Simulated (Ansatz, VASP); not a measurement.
## Two plane-wave programs on HfO2

```xyz
6
Lattice="0.0000 -2.5489 -2.5489 0.0000 2.5489 -2.5489 5.0978 0.0000 0.0000" Properties=species:S:1:pos:R:3 pbc="T T T"
Hf    2.5489    0.0000   -2.5489
Hf    0.0000    0.0000    0.0000
O     3.5845    1.2745   -1.2745
O     1.5134   -1.2745   -1.2745
O     1.0356    1.2745   -1.2745
O     4.0623   -1.2745   -1.2745
```

Alike in both runs: functional PBE; k mesh 6 × 6 × 6; occupations gaussian, width 0.05 eV; no spin polarisation.

Ansatz relaxed the structure, and its values are those at the end. VASP's run is a single point on that final structure, the one shown.

```csv
,VASP,Ansatz
version,VASP 6.6.1,Ansatz 0.2.0
potentials or method,"VASP PAW PBE potentials, release 64 (Hf_pv, O), cutoff 520 eV","scalar-relativistic, plane waves, PAW"
valence electrons in the cell,44,76
```

VASP gave:

| Item | Value |
| --- | --- |
| gap on the k mesh at the Fermi level (eV) | 4.40 |
| least direct gap on the mesh (eV) | 4.47 |
| pressure (GPa) | 1.4 |
| rms of the force components (eV/Å) | 0.015 |

**Question.** Which values does Ansatz return?

**Answer.** gap on the k mesh at the Fermi level (eV): 4.44; least direct gap on the mesh (eV): 4.50; pressure (GPa): 4.9; rms of the force components (eV/Å): 0.003.

VASP's potentials hold 44 valence electrons a cell and Ansatz's 76, so a difference there can come from the potentials and not from the codes. Ansatz's warnings: stress scf threshold loose.

Neither program's run includes spin-orbit coupling.
